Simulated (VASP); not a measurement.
A run of VASP 6.6.1 is set up as follows.

File INCAR:

```
PREC = Accurate ; ENCUT = 520
EDIFF = 1E-7 ; ISMEAR = 0
SIGMA = 0.05 ; LREAL = F
LASPH = T ; NELM = 60
ALGO = Normal ; ISIF = 2
LWAVE = F ; LCHARG = F
GGA = PE ; NBANDS = 50
```

The input KPOINTS:

```
Automatic mesh
0
Gamma
  4 6 6
```

File POSCAR:

```
SnSe
1.0
   11.6172528809      0.0000000000      0.0000000000
    0.0000000000      4.2070054080      0.0000000000
    0.0000000000      0.0000000000      4.5671013721
Sn Se
4 4
Direct
    0.1214769848      0.2500000000      0.1164645414
    0.8785230152      0.7500000000      0.8835354586
    0.3785230152      0.7500000000      0.6164645414
    0.6214769848      0.2500000000      0.3835354586
    0.8548816258      0.2500000000      0.4763342523
    0.1451183742      0.7500000000      0.5236657477
    0.6451183742      0.7500000000      0.9763342523
    0.3548816258      0.2500000000      0.0236657477
```

Potentials or basis: VASP PAW PBE potentials, release 64 (Sn_d, Se).

Run with:

```sh
$ cat potpaw_PBE.64/Sn_d/POTCAR potpaw_PBE.64/Se/POTCAR > POTCAR
$ mpirun -np 1 vasp_std > vasp.out
```

Question: Predict the largest force.

Answer: 0.157 eV/Å.

Question: Estimate the pressure.

Answer: 0.8 GPa.

Question: What does it give for the band gap on the k mesh?

Answer: 0.63 eV (least direct gap 0.87 eV).

Stress tensor (GPa, compression positive):
```
1.72 0.00 0.00
0.00 0.28 0.00
0.00 0.00 0.33
```

Caveat: the cell differs from its parent crystal (strain -0.0150 x Voigt [1, 0, 0, 0, 0, 0]); semilocal functionals underestimate gaps, and a narrow one can read as zero; spin-orbit coupling is left out, which moves the levels of the heavy elements. A k mesh can miss the band edges.
